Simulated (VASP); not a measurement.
Set up this calculation in VASP 6.6.1, as the native input.

```yaml
Task: single point
Functional: PBE
Potentials_or_basis: VASP PAW PBE potentials, release 64 (Co, O)
Cutoff: 520 eV
k_mesh: 12 × 12 × 6
Occupations: gaussian, width 0.02 eV
Spin: collinear spin, antiferromagnetic start
Starting_moments: "[-2.67, 2.67, 0.0, 0.0] μB"
Hubbard_terms: Co d U = 3.32 eV
Dipole_correction: no
Further_INCAR_settings: ALGO = Normal; EDIFF = 1e-07; NBANDS = 27
```

The structure of CoO lies in POSCAR:

```
CoO
1.0
    3.2948886021      0.0000000001      0.0000000000
   -1.6474443011      2.8534572320      0.0000000000
    0.0000000000      0.0000000000      5.3079108257
Co O
2 2
Direct
    0.0000000000      0.0000000000      0.0004961258
    0.3333333333      0.6666666667      0.5004961241
    0.0000000000      0.0000000000      0.3745043756
    0.3333333333      0.6666666667      0.8745043747
```

These files were run (other wordings do the same):

INCAR

```
SYSTEM = CoO
PREC     = Accurate       ! precision mode
ENCUT    = 520            ! plane-wave cutoff, eV
EDIFF    = 1E-7           ! SCF threshold, eV
ISMEAR   = 0              ! smearing method
SIGMA    = 0.02           ! smearing width, eV
LREAL    = .FALSE.        ! projectors in reciprocal space
LASPH    = .TRUE.         ! aspherical terms in the spheres
NELM     = 150            ! most SCF steps
ALGO     = Normal         ! electronic algorithm
ISIF     = 2              ! what is computed and relaxed
LWAVE    = .FALSE.        ! write WAVECAR
LCHARG   = .TRUE.         ! write CHGCAR
ISPIN    = 2              ! spin polarisation
MAGMOM   = -2.67 2.67 0 0 ! initial moments
LORBIT   = 11             ! projections on sites
LMAXMIX  = 4              ! l up to which the mixer works
LDAU     = .TRUE.         ! DFT+U
LDAUTYPE = 2            
LDAUL    = 2 -1           ! shell
LDAUU    = 3.32 0         ! U, eV
LDAUJ    = 0 0          
LDAUPRINT= 1            
GGA      = PE             ! functional
LELF     = .TRUE.         ! ELF
LVHAR    = .TRUE.       
NBANDS   = 27             ! bands
```

KPOINTS

```
Automatic mesh
0
G
  12 12 6
  0 0 0
```

Potentials or basis: VASP PAW PBE potentials, release 64 (Co, O).

Launch:

```console
$ cat potpaw_PBE.64/Co/POTCAR potpaw_PBE.64/O/POTCAR > POTCAR
$ mpirun -np 1 vasp_std > vasp.out
```

It gave:

The pressure is -2.6 GPa. The largest force is 0.012 eV/Å. The band gap on the k mesh is 1.20 eV (least direct gap 1.29 eV). The net moment is 0.00 μB per cell and the site moments are Co -2.66, +2.66; O +0.08, -0.08 μB. The valence electrons inside the program's atomic spheres are Co 7.86; O 5.00.

Run time: 8.3 min on 1 thread of Intel Xeon 8259CL (shared host), peak memory 0.3 GiB.
